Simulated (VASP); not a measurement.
Wanted: the native input for a VASP 6.6.1 run.

```yaml
Task: single point
Functional: PBEsol
Dispersion: D3(BJ)
Potentials_or_basis: VASP PAW PBE potentials, release 64 (W_sv, S)
Cutoff: 520 eV
k_mesh: 9 × 9 × 9
Occupations: fermi-dirac, width 0.05 eV
Spin: no spin polarisation
Dipole_correction: no
Further_INCAR_settings: ALGO = Normal; EDIFF = 1e-07; NBANDS = 17
```

The structure of WS lies in POSCAR:

```
WS
1.0
    2.9555932752      0.0000000000      0.0000000000
    0.0000000000      2.9555932752      0.0000000000
    0.0000000000      0.0000000000      2.9555932752
W S
1 1
Direct
    0.5000000000      0.5000000000      0.5000000000
    0.0000000000      0.0000000000      0.0000000000
```

The input as run:

INCAR

```
PREC = Accurate ; ENCUT = 520
EDIFF = 1E-7 ; ISMEAR = -1
SIGMA = 0.05 ; LREAL = F
LASPH = T ; NELM = 60
ALGO = Normal ; ISIF = 2
LWAVE = F ; LCHARG = F
GGA = PS ; IVDW = 12
NBANDS = 17
```

KPOINTS

```
regular mesh
0
Gamma
  9 9 9
```

Potentials or basis: VASP PAW PBE potentials, release 64 (W_sv, S).

Run with:

```console
$ cat potpaw_PBE.64/W_sv/POTCAR potpaw_PBE.64/S/POTCAR > POTCAR
$ mpirun -np 1 vasp_std > vasp.out
```

Results of the run:

```yaml
Pressure: -0.7 GPa
Band_gap_on_the_k_mesh: zero (band 10 reaches 15.31 eV, above the bottom of band 11 at 12.60 eV)
Dispersion_energy_per_atom: -0.624 eV
```

Caveat: three body term missing; the PAW data sets were made with another functional, which shifts forces and pressure a little; spin-orbit coupling is left out, which moves the levels of the heavy elements; pairwise dispersion overbinds metals, which lowers pressure and volume.

Wall time 19 s on 1 thread of Intel Xeon 8259CL, with other jobs on the host, peak memory 0.15 GiB.
